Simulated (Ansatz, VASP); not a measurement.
**One calculation of CaIn2As2, two programs**

```
CELL_PARAMETERS angstrom
4.21958 0.00000 0.00000
-2.10979 3.65426 0.00000
0.00000 0.00000 17.90824
ATOMIC_POSITIONS crystal
Ca 0.00000 0.00000 0.00000
Ca 0.00000 0.00000 0.50000
In 0.33333 0.66667 0.17098
In 0.66667 0.33333 0.82902
In 0.66667 0.33333 0.67098
In 0.33333 0.66667 0.32902
As 0.33333 0.66667 0.60194
As 0.66667 0.33333 0.39806
As 0.66667 0.33333 0.10194
As 0.33333 0.66667 0.89806
```

Alike in both runs: functional PBE; k mesh 12 × 12 × 2; occupations gaussian, width 0.01 eV; no spin polarisation.

Ansatz relaxed the structure, and its values are those at the end. VASP's run is a single point on that final structure, the one shown.

```csv
,VASP,Ansatz
version,VASP 6.6.1,Ansatz 0.2.0
potentials or method,"VASP PAW PBE potentials, release 64 (Ca_sv, In_d, As), cutoff 520 eV","scalar-relativistic, plane waves, PAW"
valence electrons in the cell,92,132
```

|  | VASP | Ansatz | Ansatz less VASP |
| --- | --- | --- | --- |
| gap on the k mesh at the Fermi level (eV) | 0.13 | 0.13 | -0.001 |
| least direct gap on the mesh (eV) | 0.31 | 0.31 | -0.007 |
| pressure (GPa) | 0.1 | 0.0 | -0.08 |
| rms of the force components (eV/Å) | 0.005 | 0.000 | -0.0045 |

VASP's potentials hold 92 valence electrons a cell and Ansatz's 132, so a difference there can come from the potentials and not from the codes.
